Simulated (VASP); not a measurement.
# In (I4/mmm) in VASP: a series of runs, part 2 of 2

VASP 6.6.1. The steps go on from the part before.

### 3 Single point, PBEsol

This run uses another cell than the first one, of 20.07 Å³/atom, 0.724 times its volume.

INCAR

```
SYSTEM = In
PREC = Accurate
ENCUT = 520
EDIFF = 1E-6
ISMEAR = -1
SIGMA = 0.05
LREAL = .FALSE.
LASPH = .TRUE.
NELM = 60
ALGO = Normal
ISIF = 2
LWAVE = .FALSE.
LCHARG = .FALSE.
GGA = PS
NBANDS = 12
```

KPOINTS

```
regular mesh
0
G
  11 11 11
  0 0 0
```

POSCAR

```
In
1.0
   -1.5031365967      1.5031365967      2.2205782967
    1.5031365967     -1.5031365967      2.2205782967
    1.5031365967      1.5031365967     -2.2205782967
In
1
Direct
    0.0000000000      0.0000000000      0.0000000000
```

Potentials or basis: VASP PAW PBE potentials, release 64 (In_d).

Started as:

```bash
cat potpaw_PBE.64/In_d/POTCAR > POTCAR
mpirun -np 1 vasp_std > vasp.out
```

OUTCAR:

```text
SYSTEM = In
   PREC = Accurate
   ENCUT = 520
   EDIFF = 1E-6
   ISMEAR = -1
   LREAL = .FALSE.
   LASPH = .TRUE.
   NELM = 60
   ISIF = 2
   GGA = PS

 ion  position               nearest neighbor table
   1  0.000  0.000  0.000-

  LATTYP: Found a body centered tetragonal cell.
 ALAT       =     3.0062731934
 C/A-ratio  =     1.4772964091

  Lattice vectors:

 A1 = (  -1.5031365967,   1.5031365967,   2.2205782967)
 A2 = (   1.5031365967,  -1.5031365967,   2.2205782967)
 A3 = (   1.5031365967,   1.5031365967,  -2.2205782967)

Analysis of symmetry for initial positions (statically):
=====================================================================
 Subroutine PRICEL returns:
 Original cell was already a primitive cell.

 Routine SETGRP: Setting up the symmetry group for a
 body centered tetragonal supercell.

 Subroutine GETGRP returns: Found 16 space group operations
 (whereof 16 operations were pure point group operations)
 out of a pool of 16 trial point group operations.

The static configuration has the point symmetry D_4h.

Analysis of symmetry for dynamics (positions and initial velocities):
=====================================================================
 Subroutine PRICEL returns:
 Original cell was already a primitive cell.

 Routine SETGRP: Setting up the symmetry group for a
 body centered tetragonal supercell.

 Subroutine GETGRP returns: Found 16 space group operations
 (whereof 16 operations were pure point group operations)
 out of a pool of 16 trial point group operations.

The dynamic configuration has the point symmetry D_4h.

 Subroutine INISYM returns: Found 16 space group operations
 (whereof 16 operations are pure point group operations),
 and found     1 'primitive' translations

----------------------------------------------------------------------------------------

                                     Primitive cell

  volume of cell :      20.0689

[... 107 lines left out ...]
  volume/ion in A,a.u.               =      20.07       135.43
  Fermi-wavevector in a.u.,A,eV,Ry     =   1.416495  2.676787 27.299508  2.006457
  Thomas-Fermi vector in A             =   2.537823
   LORBIT       =      0    0 simple, 1 ext, 2 COOP (PROOUT), +10 PAW based schemes
   GGA     = PS    functional components
   LHFCALC =     F    Hartree Fock is set to
   AEXX    =    0.0000 exact exchange contribution
   IVDW    =     0    specifies the selected vdW correction
   LEPSILON=     F    determine dielectric tensor
   LRPA    =     F    only Hartree local field effects (RPA)
 non-spin polarized calculation
  energy-cutoff  :      520.00
  volume of cell :       20.07
 maximum number of plane-waves:       549
   NGX = 11   NGY = 11   NGZ = 11

 number of electron      12.9999996 magnetization

 Free energy of the ion-electron system (eV)
  ---------------------------------------------------
  ext. energy  EPLUGINS =         0.00000000
  ---------------------------------------------------
  free energy    TOTEN  =        -2.71433748 eV

  energy without entropy =       -2.70974967  energy(sigma->0) =       -2.71204358

 E-fermi :  10.9459     XC(G=0): -11.7346

 val. band max:       10.9235223992   @ k =   0.2727   0.1818   0.0909
 cond. band min:      10.9983392877   @ k =  -0.3636  -0.3636   0.0909
 fundamental gap:      0.0748168885
 Fermi energy:        10.9458504196

 k-point     1 :       0.0000    0.0000    0.0000
  band No.  band energies     occupation
      1      -4.2553      2.00000
      2      -4.1388      2.00000
      3      -4.1388      2.00000
      4      -3.8891      2.00000
      5      -3.7727      2.00000
      6      -0.8520      2.00000
      7      22.7706      0.00000
      8      23.7652      0.00000
      9      23.7652      0.00000
     10      23.8474      0.00000
     11      27.2926      0.00000
     12      27.3056      0.00000
[... 331 lines left out ...]
 k-point    24 :      -0.1818    0.1818    0.0000
  band No.  band energies     occupation
      1      -4.2853      2.00000
      2      -4.0282      2.00000
      3      -3.9787      2.00000
      4      -3.9671      2.00000
      5      -3.7680      2.00000
      6       0.3949      2.00000
      7      19.6886      0.00000
      8      19.7646      0.00000
      9      21.1039      0.00000
     10      21.4137      0.00000
     11      23.5297      0.00000
     12      30.0120      0.00000

 [... further k-points ...]
[... 5 lines left out ...]
  --------------------------------------------------------------------------------------
  -------------------------------------------------------------------------------------
  Total        2.5025742      2.5025742      2.5015200      0.0000000     -0.0000000      0.0000000
  in kB      199.7903791    199.7903791    199.7062149      0.0000000     -0.0000000      0.0000000
  external PRESSURE =     199.7623244 kB  Pullay stress =       0.0000000 kB

 VOLUME and BASIS-vectors are now :
 -----------------------------------------------------------------------------
  energy-cutoff  :      520.00
  volume of cell :       20.07
      direct lattice vectors                 reciprocal lattice vectors
    -1.503136597  1.503136597  2.220578297     0.000000000  0.332637766  0.225166571
     1.503136597 -1.503136597  2.220578297     0.332637766  0.000000000  0.225166571
     1.503136597  1.503136597 -2.220578297     0.332637766  0.332637766  0.000000000

 POSITION                                       TOTAL-FORCE (eV/Angst)
 -----------------------------------------------------------------------------------
      0.00000      0.00000      0.00000         0.000000     -0.000000      0.000000
 -----------------------------------------------------------------------------------
    total drift:                                0.000000      0.000000      0.000000

  FREE ENERGIE OF THE ION-ELECTRON SYSTEM (eV)
  ---------------------------------------------------
  free  energy   TOTEN  =        -2.7143374839 eV

  energy  without entropy=       -2.7097496733  energy(sigma->0) =       -2.71204358
```

Run time: 13 s. Hardware: 1 thread of Intel Xeon Platinum 8488C (Sapphire Rapids), shared host; peak memory 0.15 GiB.

What came out:

| Quantity | Value |
| --- | --- |
| Free energy | -2.7143 eV |
| Pressure | 20.0 GPa |

Caveat: the PAW data sets were made with another functional, which shifts forces and pressure a little; spin-orbit coupling is left out, which moves the levels of the heavy elements.

### 4 Single point, PBEsol

This run uses another cell than the first one, of 21.97 Å³/atom, 0.793 times its volume.

INCAR

```
SYSTEM = In
PREC     = Accurate       ! precision mode
ENCUT    = 520            ! plane-wave cutoff, eV
EDIFF    = 1E-6           ! SCF threshold, eV
ISMEAR   = -1             ! smearing method
SIGMA    = 0.05           ! smearing width, eV
LREAL    = .False.        ! projectors in reciprocal space
LASPH    = .True.         ! aspherical terms in the spheres
NELM     = 60             ! most SCF steps
ALGO     = Normal         ! electronic algorithm
ISIF     = 2              ! what is computed and relaxed
LWAVE    = .False.        ! write WAVECAR
LCHARG   = .False.        ! write CHGCAR
GGA      = PS             ! functional
NBANDS   = 12             ! bands
```

KPOINTS

```
Automatic mesh
0
Gamma
  11 11 11
  0 0 0
```

POSCAR

```
In
1.0
   -1.5488382878      1.5488382878      2.2890824421
    1.5488382878     -1.5488382878      2.2890824421
    1.5488382878      1.5488382878     -2.2890824421
In
1
Direct
    0.0000000000      0.0000000000      0.0000000000
```

Started as:

```bash
cat potpaw_PBE.64/In_d/POTCAR > POTCAR
mpirun -np 1 vasp_std > vasp.out
```

Wall time 16 s (1 thread of Intel Xeon Platinum 8488C (Sapphire Rapids), shared host); peak memory 0.15 GiB.

It converged, with:

```
Free energy : -2.8886 eV
Pressure    : 10.0 GPa
```

Levels at points of the mesh, in eV from the Fermi level:
```tsv
k point	band 2	band 3	band 4	band 5	band 6	band 7	band 8	band 9	band 10	band 11
(0.00, 0.00, 0.00)	-14.83	-14.83	-14.64	-14.54	-10.96	11.79	12.06	12.06	12.18	15.52
```

Caveat: the PAW data sets were made with another functional, which shifts forces and pressure a little; spin-orbit coupling is left out, which moves the levels of the heavy elements.

### 5 Single point, PBEsol

This run uses another cell than the first one, of 23.39 Å³/atom, 0.844 times its volume.

INCAR

```
SYSTEM = In
PREC = Accurate
ENCUT = 520
EDIFF = 1E-7
ISMEAR = -1
SIGMA = 0.05
LREAL = .FALSE.
LASPH = .TRUE.
NELM = 60
ALGO = Normal
ISIF = 2
LWAVE = .FALSE.
LCHARG = .FALSE.
GGA = PS
NBANDS = 12
```

KPOINTS

```
regular mesh
0
G
  11 11 11
  0 0 0
```

POSCAR

```
In
1.0
   -1.5820996903      1.5820996903      2.3359419584
    1.5820996903     -1.5820996903      2.3359419584
    1.5820996903      1.5820996903     -2.3359419584
In
1
Direct
    0.0000000000      0.0000000000      0.0000000000
```

Potentials or basis: VASP PAW PBE potentials, release 64 (In_d).

Started as:

```bash
cat potpaw_PBE.64/In_d/POTCAR > POTCAR
mpirun -np 1 vasp_std > vasp.out
```

OUTCAR:

```text
SYSTEM = In
   PREC = Accurate
   ENCUT = 520
   EDIFF = 1E-7
   ISMEAR = -1
   LREAL = .FALSE.
   LASPH = .TRUE.
   NELM = 60
   ISIF = 2
   GGA = PS

 ion  position               nearest neighbor table
   1  0.000  0.000  0.000-

  LATTYP: Found a body centered tetragonal cell.
 ALAT       =     3.1641993806
 C/A-ratio  =     1.4764821539

  Lattice vectors:

 A1 = (  -1.5820996903,   1.5820996903,   2.3359419584)
 A2 = (   1.5820996903,  -1.5820996903,   2.3359419584)
[... 539 lines left out ...]

 [... further k-points ...]

------------------------ aborting loop because EDIFF is reached ----------------------------------------

  FORCE on cell =-STRESS in cart. coord.  units (eV):
  Direction    XX          YY          ZZ          XY          YZ          ZX
  --------------------------------------------------------------------------------------
  -------------------------------------------------------------------------------------
  Total        0.7210526      0.7210526      0.7199714      0.0000000      0.0000000      0.0000000
  in kB       49.3955471     49.3955471     49.3214766      0.0000000      0.0000000      0.0000000
  external PRESSURE =      49.3708570 kB  Pullay stress =       0.0000000 kB

 VOLUME and BASIS-vectors are now :
 -----------------------------------------------------------------------------
  energy-cutoff  :      520.00
  volume of cell :       23.39
      direct lattice vectors                 reciprocal lattice vectors
    -1.582099690  1.582099690  2.335941958     0.000000000  0.316035711  0.214046414
     1.582099690 -1.582099690  2.335941958     0.316035711  0.000000000  0.214046414
     1.582099690  1.582099690 -2.335941958     0.316035711  0.316035711  0.000000000

 POSITION                                       TOTAL-FORCE (eV/Angst)
 -----------------------------------------------------------------------------------
      0.00000      0.00000      0.00000        -0.000000      0.000000     -0.000000
 -----------------------------------------------------------------------------------
    total drift:                               -0.000000      0.000000     -0.000000

  FREE ENERGIE OF THE ION-ELECTRON SYSTEM (eV)
  ---------------------------------------------------
  free  energy   TOTEN  =        -2.9545466079 eV

  energy  without entropy=       -2.9504565107  energy(sigma->0) =       -2.95250156
```

It took 16 s on 1 thread of Intel Xeon Platinum 8488C (Sapphire Rapids), shared host; peak memory 0.16 GiB.

Results:

```yaml
Free_energy: -2.9545 eV
Pressure: 4.9 GPa
```

Levels at points of the mesh, in eV from the Fermi level:
| k point | band 2 | band 3 | band 4 | band 5 | band 6 | band 7 | band 8 | band 9 | band 10 | band 11 |
| --- | --- | --- | --- | --- | --- | --- | --- | --- | --- | --- |
| (0.00, 0.00, 0.00) | -14.70 | -14.70 | -14.53 | -14.45 | -10.42 | 11.51 | 11.51 | 11.64 | 11.73 | 14.94 |

Caveat: the PAW data sets were made with another functional, which shifts forces and pressure a little; spin-orbit coupling is left out, which moves the levels of the heavy elements.

### 6 Overview

```tsv
cell	gap on the mesh (eV)	pressure (GPa)
a = 3.443 Å, angles 122.5, 122.5, 85.8°, 1 atom	none	-2.9
a = 3.074 Å, angles 121.5, 121.5, 87.5°, 1 atom	none	20.0
a = 3.168 Å, angles 121.5, 121.5, 87.5°, 1 atom	none	10.0
a = 3.235 Å, angles 121.4, 121.4, 87.5°, 1 atom	none	4.9
```

Alike in all rows: task single point; level PBEsol; potentials or basis VASP PAW PBE potentials, release 64 (In_d); no spin polarisation; k mesh 11 × 11 × 11; cutoff (eV) 520; smearing fermi-dirac 0.05 eV.

Caveats: the PAW data sets were made with another functional, which shifts forces and pressure a little; spin-orbit coupling is left out, which moves the levels of the heavy elements.

Absolute energies hang on the potentials; compare differences alone.
